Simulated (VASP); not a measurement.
Runs of VASP 6.6.1 on Tl. The structure is that of space group Pm-3m (No. 221), or close to it. The cells are those of the table. 

| task | cell | k mesh | cutoff (eV) | gap on the mesh (eV) | pressure (GPa) |
| --- | --- | --- | --- | --- | --- |
| relaxation of cell and atoms | relaxed from a = 3.117 Å, 1 atom | 10 × 10 × 10 | 600 | none | 0.0 |
| single point | a = 3.336 Å, 1 atom | 11 × 11 × 11 | 520 | none | 0.0 |
| single point | a = 3.291 Å, 1 atom | 11 × 11 × 11 | 520 | none | (a) |
| single point | a = 3.423 Å, 1 atom | 11 × 11 × 11 | 520 | none | -1.0 |
| single point | a = 3.336 Å, 1 atom | 10 × 10 × 10 | 520 | none | -0.1 |

Alike in all rows: level RPBE; potentials or basis VASP PAW PBE potentials, release 64 (Tl_d); no spin polarisation; smearing fermi-dirac 0.1 eV.

**Question.** Estimate the missing entries.

**Answer.** (a) 0.7.

Caveats: the PAW data sets were made with another functional, which shifts forces and pressure a little; spin-orbit coupling is left out, which moves the levels of the heavy elements.

A k mesh can miss the band edges, and the runs leave out spin-orbit coupling on Tl.

A gap of «none» marks levels without a gap at the run's occupations.
